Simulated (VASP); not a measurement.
Write the native input for VASP 6.6.1 that does the following.

```yaml
Task: single point
Functional: PBE
Potentials_or_basis: VASP PAW PBE potentials, release 64 (Yb, N)
Cutoff: 520 eV
k_mesh: 8 × 8 × 8
Occupations: gaussian, width 0.05 eV
Spin: collinear spin, ferromagnetic start
Starting_moments: "[1.08, 0.01] μB"
Hubbard_terms: Yb f U = 6.0 eV
Dipole_correction: no
Further_INCAR_settings: ALGO = Normal; EDIFF = 1e-07; NBANDS = 26
```

The structure of YbN lies in POSCAR:

```
YbN
1.0
    0.0000000000      2.6151487854      2.6151487854
    2.6151487854      0.0000000000      2.6151487854
    2.6151487854      2.6151487854      0.0000000000
Yb N
1 1
Direct
    0.0000000000      0.0000000000      0.0000000000
    0.2500000000      0.2500000000      0.2500000000
```

The input as run:

INCAR

```
ALGO = Normal
EDIFF = 1E-7
ENCUT = 520
GGA = PE
ISIF = 2
ISMEAR = 0
ISPIN = 2
LASPH = True
LCHARG = False
LDAU = True
LDAUJ = 0 0
LDAUL = 3 -1
LDAUPRINT = 1
LDAUTYPE = 2
LDAUU = 6 0
LMAXMIX = 6
LORBIT = 11
LREAL = False
LWAVE = False
MAGMOM = 1.08 0.01
NBANDS = 26
NELM = 150
PREC = Accurate
SIGMA = 0.05
```

KPOINTS

```
k-points
0
Gamma
  8 8 8
```

Potentials or basis: VASP PAW PBE potentials, release 64 (Yb, N).

Run with:

```console
$ cat potpaw_PBE.64/Yb/POTCAR potpaw_PBE.64/N/POTCAR > POTCAR
$ mpirun -np 1 vasp_std > vasp.out
```

It gave:

| Quantity | Value |
| --- | --- |
| Pressure | -1.3 GPa |
| Band gap on the k mesh | zero (filled and empty bands overlap) |
| Net moment | 1.00 μB per cell |
| Site moments | Yb +0.54; N +0.34 μB |
| Valence electrons inside the program's atomic spheres | Yb 22.34; N 3.64 |

Caveat: spin-orbit coupling is left out, which moves the levels of the heavy elements.

Run time: 53 s on 1 thread of AMD EPYC 9R45 96-Core Processor (Zen 5) (shared host), peak memory 0.18 GiB.
